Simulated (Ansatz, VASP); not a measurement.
# SiO2: VASP beside Ansatz

POSCAR

```
SiO2
1.0
    0.0000000000      2.2641691178      2.1962440442
    2.2641691178      0.0000000000      2.1962440442
    2.2641691178      2.2641691178      0.0000000000
Si O
1 2
Direct
    0.0000000000      0.0000000000      0.0000000000
    0.2500000000      0.2500000000      0.2500000000
    0.7500000000      0.7500000000      0.7500000000
```

Contents of INCAR.step1:

```
PREC = Accurate ; ENCUT = 520
ISMEAR = 0 ; SIGMA = 0.01
LREAL = F ; LASPH = T
NELM = 80 ; NBANDS = 15
GGA = PE ; ALGO = Normal
EDIFF = 1E-4 ; LWAVE = T
LCHARG = F
```

INCAR.step2

```
PREC = Accurate ; ENCUT = 520
EDIFF = 1E-6 ; ISMEAR = 0
SIGMA = 0.01 ; LREAL = F
LASPH = T ; NELM = 80
ALGO = Normal ; ISIF = 2
LWAVE = F ; LCHARG = F
METAGGA = R2SCAN ; LMIXTAU = T
NBANDS = 15 ; ISTART = 1
```

The input KPOINTS:

```
Automatic mesh
0
Gamma
  10 10 10
```

Input for Ansatz:

```yaml
crystal:
  lattice:
    - [0.0, 2.2641691178, 2.1962440442]
    - [2.2641691178, 0.0, 2.1962440442]
    - [2.2641691178, 2.2641691178, 0.0]
  atoms:
    - { symbol: Si, position: [0.0, 0.0, 0.0] }
    - { symbol: O, position: [0.25, 0.25, 0.25] }
    - { symbol: O, position: [0.75, 0.75, 0.75] }
kpoints:
  mp_grid: { grid: [10, 10, 10] }
  band_path:
    path:
      - [0.0, 0.0, 0.0]
      - [0.5, 0.0, 0.5]
      - [0.625, 0.25, 0.625]
      - [0.375, 0.375, 0.75]
      - [0.5, 0.5, 0.5]
      - [0.5, 0.25, 0.75]
      - [0.5, 0.5, 0.0]
    npoints: 1
hamiltonian:
  xc: r2scan
scf:
  occupations: { method: fixed }
  n_extra_bands: 4
output:
  forces: true
  stress: true
  eigenvalues: true
```

Change from the starting cell: uniaxial_z strain -3.0%.

Alike in both runs: task single point; functional r2SCAN; k mesh 10 × 10 × 10; no spin polarisation.

|  | VASP | Ansatz |
| --- | --- | --- |
| version | VASP 6.6.1 | Ansatz 0.2.0 |
| potentials or method | VASP PAW PBE potentials, release 64 (Si, O) | plane waves, PAW |
| plane-wave cutoff (eV) | 520 | 500 |
| occupations | gaussian, width 0.01 eV | fixed |
| valence electrons in the cell | 16 | 16 |

|  | VASP | Ansatz | Ansatz less VASP |
| --- | --- | --- | --- |
| gap on the k mesh at the Fermi level (eV) | 2.02 | 2.06 | +0.036 |
| pressure (GPa) | 10.9 | 10.3 | -0.57 |
| traceless stress, the component that is largest in VASP (GPa) | 24.43 | 24.44 | +0.012 |

VASP's potentials were made for PBE, not for r2SCAN.
